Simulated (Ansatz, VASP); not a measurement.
# One calculation of W, two programs

```
W
1.0
    -0.14899    1.98648    1.83749
     1.83749    0.00000    1.68851
     1.98648    1.98648   -0.14899
W
1
Direct
  0.00000 0.00000 0.00000
```

Change from the starting cell: engineering shear strain xz -0.1500, normal strain along z -0.0750.

Alike in both runs: task single point; functional LDA; k mesh 20 × 20 × 20; occupations gaussian, width 0.15 eV; no spin polarisation.

|  | VASP | Ansatz |
| --- | --- | --- |
| version | VASP 6.6.1 | Ansatz 0.2.0 |
| potentials or method | VASP PAW LDA potentials, release 64 (W_sv), cutoff 520 eV | scalar-relativistic, plane waves, PAW |
| valence electrons in the cell | 14 | 14 |

```tsv
	VASP	Ansatz	Ansatz less VASP
gap on the k mesh at the Fermi level (eV)	none	none	-
pressure (GPa)	38.7	36.0	-2.71
traceless stress, the component that is largest in VASP (GPa)	16.74	15.94	-0.798
```

Ansatz warns that its potentials were made for another functional, while VASP's fit it. LDA's correlation is that of Perdew and Zunger in VASP and of Perdew and Wang (1992) in Ansatz. A gap of «none» marks a metal or a gap that the smearing closes. Both programs put the cell under a high pressure, so it lies far from rest at this level.

Spin-orbit coupling is off throughout.
